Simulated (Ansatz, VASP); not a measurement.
## Si16C15 in VASP and in Ansatz

```
Si C
1.0
     3.05842   -5.29734    0.00000
    -6.11684    0.00000    0.00000
     0.00000    0.00000  -10.01215
Si C
16 15
Direct
  0.33346 0.16762 0.06522
  0.83398 0.16845 0.06181
  0.33276 0.66725 0.06185
  0.83399 0.66717 0.06182
  0.16722 0.33405 0.56228
  0.66658 0.33404 0.56227
  0.16726 0.83464 0.56225
  0.66708 0.83428 0.56123
  0.99711 0.99928 0.31133
  0.50220 0.99927 0.31151
  0.00038 0.50091 0.31268
  0.50227 0.50479 0.31148
  0.49970 0.49978 0.81286
  0.00025 0.50091 0.81148
  0.49966 0.00152 0.81282
  0.00137 0.00144 0.81284
  0.83534 0.17084 0.24892
  0.33039 0.66611 0.24894
  0.83541 0.66596 0.24893
  0.16704 0.33410 0.75054
  0.66668 0.33414 0.75053
  0.16704 0.83448 0.75050
  0.66694 0.83430 0.75115
  0.49992 0.50007 0.49958
  0.00034 0.50090 0.49994
  0.49997 0.00131 0.49958
  0.00132 0.00137 0.49950
  0.00077 0.00120 0.00147
  0.49989 0.00132 0.00149
  0.00025 0.50096 0.99864
  0.49991 0.50035 0.00154
```

Change from the starting cell: C vacancy (site b), charge +0, atoms relaxed at the host's cell.

Alike in both runs: functional LDA; k mesh 2 × 2 × 2; occupations gaussian, width 0.01 eV; no spin polarisation.

Ansatz relaxed the structure, and its values are those at the end. VASP's run is a single point on that final structure, the one shown.

|  | VASP | Ansatz |
| --- | --- | --- |
| version | VASP 6.6.1 | Ansatz 0.2.0 |
| potentials or method | VASP PAW LDA potentials, release 64 (Si, C), cutoff 520 eV | scalar-relativistic, plane waves, PAW |
| valence electrons in the cell | 124 | 124 |

```csv
,VASP,Ansatz,Ansatz less VASP
gap on the k mesh at the Fermi level (eV),0.24,0.25,+0.003
least direct gap on the mesh (eV),0.62,0.62,-0.001
rms of the force components (eV/Å),0.007,0.006,-0.0005
```

LDA's correlation is that of Perdew and Zunger in VASP and of Perdew and Wang (1992) in Ansatz.

The k mesh is coarse, so the values compare programs but aren't converged.
